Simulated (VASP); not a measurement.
The system is WBrF4.

```
CELL_PARAMETERS angstrom
0.00000 3.58342 3.58342
3.58342 0.00000 3.58342
3.58342 3.58342 0.00000
ATOMIC_POSITIONS crystal
W 0.00000 0.00000 0.00000
Br 0.75000 0.75000 0.75000
F 0.37500 0.37500 0.87500
F 0.37500 0.87500 0.37500
F 0.87500 0.37500 0.37500
F 0.37500 0.37500 0.37500
```

The cell was generated, and may not be a known phase.

```yaml
Program: VASP 6.6.1
Task: relaxation of cell and atoms
Functional: PBE
Potentials_or_basis: VASP PAW PBE potentials, release 64 (W_sv, Br, F)
Cutoff: 600 eV
k_mesh: 4 × 4 × 4
Occupations: gaussian, width 0.1 eV
Spin: collinear spin
Starting_moments: "[1.16, -0.11, -0.06, -0.06, -0.06, -0.06] μB"
```

At the start: pressure -18.0 GPa; volume 15.34 Å³/atom.

Question: How do energy, volume and symmetry change on relaxing?

Answer: Over 8 steps the energy falls by 371.3 meV/atom and the volume is 10.98 Å³/atom (-28.4 %); space group F-43m (No. 216, to 0.1 Å) before and after; moment 1.00 μB per cell.

The path:
| step | energy change (eV) | largest force (eV/Å) | pressure (GPa) | volume (Å³) |
| --- | --- | --- | --- | --- |
| 1 | 0.0000 | 0.3303 | -17.98 | 92.03 |
| 2 | -2.0908 | 0.0014 | -8.10 | 70.95 |
| 3 | -2.2207 | 0.1136 | -1.92 | 66.95 |
| 4 | -2.2261 | 0.1493 | 0.22 | 65.88 |
| 5 | -2.2255 | 0.1334 | -0.74 | 66.35 |
| 6 | -2.2271 | 0.0542 | -0.57 | 66.25 |
| 7 | -2.2272 | 0.0126 | -0.61 | 66.27 |
| 8 | -2.2277 | 0.0042 | 0.22 | 65.86 |

Final structure:
```
CELL_PARAMETERS angstrom
0.00000 3.20533 3.20533
3.20533 0.00000 3.20533
3.20533 3.20533 0.00000
ATOMIC_POSITIONS crystal
W 0.00000 0.00000 0.00000
Br 0.75000 0.75000 0.75000
F 0.37382 0.37382 0.87853
F 0.37382 0.87853 0.37382
F 0.87853 0.37382 0.37382
F 0.37382 0.37382 0.37382
```

Caveat: the k points lie up to 0.42 Å⁻¹ apart in the final cell, too coarse for converged energies and pressures of a metal; the volume moved by over 15 % at a fixed basis, so the end points are rough.
